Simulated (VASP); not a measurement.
**FeO (Wuestite): single point with PBE**

**Experimental background.**

From “W\"ustite: Electric, thermodynamic and optical properties of FeO”, 2012, arxiv:1203.1201, for a bulk crystal of FeO: band gap 2.4 eV (optical).

FeO (Wuestite):

```
Fe O
1.0
     0.00000    2.15540    2.15540
     2.15540    0.00000    2.15540
     2.15540    2.15540    0.00000
Fe O
1 1
Direct
  0.00000 0.00000 0.00000
  0.50000 0.50000 0.50000
```

```yaml
Program: VASP 6.6.1
Task: single point
Functional: PBE
Potentials_or_basis: VASP PAW PBE potentials, release 64 (Fe, O)
Cutoff: 520 eV
k_mesh: 11 × 11 × 11
Occupations: gaussian, width 0.017 eV
Spin: collinear spin, ferromagnetic start
Starting_moments: "[3.0, 0.0] μB"
Dipole_correction: no
Further_INCAR_settings: ALGO = Normal; EDIFF = 1e-06; NBANDS = 18
```

* Pressure: -0.2 GPa
* Band gap on the k mesh: zero (filled and empty bands overlap)
* Net moment: 4.00 μB per cell
* Site moments: Fe +3.62; O +0.30 μB
* Valence electrons inside the program's atomic spheres: Fe 6.73; O 4.99

Levels at points of the mesh, in eV from the Fermi level:
Spin up:
```
           k point  band 5  band 6  band 7  band 8  band 9  band 10  band 11  band 12  band 13  band 14
(0.00, 0.00, 0.00)   -3.80   -3.80   -3.80   -3.68   -3.68     0.09    15.47    17.03    17.03    17.03
```
Spin down:
| k point | band 3 | band 4 | band 5 | band 6 | band 7 | band 8 |
| --- | --- | --- | --- | --- | --- | --- |
| (0.00, 0.00, 0.00) | -3.24 | -3.24 | -0.74 | -0.74 | -0.74 | 0.19 |

Wall time 88 s on 1 thread of AMD EPYC 7R13 (shared host), peak memory 0.14 GiB.

Against the measured gap of FeO, 2.4 eV (optical; quoted in “W\"ustite: Electric, thermodynamic and optical properties of FeO”, 2012, arxiv:1203.1201), the calculated 0.00 eV is off by -2.40 eV. So large a miss can be the level of theory's own, or it may mean another phase, state or a wrong row. The value is that of PBE on a finite k mesh, which can miss the band edges, without temperature or zero-point motion. Semilocal functionals fall short of measured gaps as a rule. The run's magnetic order (collinear spin, ferromagnetic start) needn't be the measured crystal's.

Caveat: a cell with one magnetic atom can't hold antiferromagnetic order, which such compounds often take; semilocal functionals often make such compounds metallic where correlation or magnetic order opens a gap, which also shifts bond lengths.
